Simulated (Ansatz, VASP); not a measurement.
## One calculation of GeMo2, two programs

```
CELL_PARAMETERS angstrom
3.11740 0.00000 0.00000
0.00000 3.11740 0.00000
0.00000 0.00000 17.00000
ATOMIC_POSITIONS crystal
Ge 0.50000 0.50000 0.50000
Mo 0.00000 0.00000 0.58680
Mo 0.00000 0.00000 0.41320
```

Alike in both runs: task single point; functional PBE; k mesh 6 × 6 × 1; occupations gaussian, width 0.1 eV; no spin polarisation.

```csv
,VASP,Ansatz
version,VASP 6.6.1,Ansatz 0.2.0
potentials or method,"VASP PAW PBE potentials, release 64 (Ge_d, Mo_sv), cutoff 520 eV","scalar-relativistic, plane waves, PAW"
valence electrons in the cell,42,42
```

Ansatz gave:

```
gap on the k mesh at the Fermi level (eV) : none
rms of the force components (eV/Å)        : 0.416
```

**Question.** Estimate VASP's values.

**Answer.** gap on the k mesh at the Fermi level (eV): none; rms of the force components (eV/Å): 0.406.

Atom by atom the forces differ by 0.010 eV/Å (rms over components). A gap of «none» marks a metal or a gap that the smearing closes. With one functional, cell and mesh, what is left measures potentials, basis and numerics. Ansatz's warnings: slab cell height set.
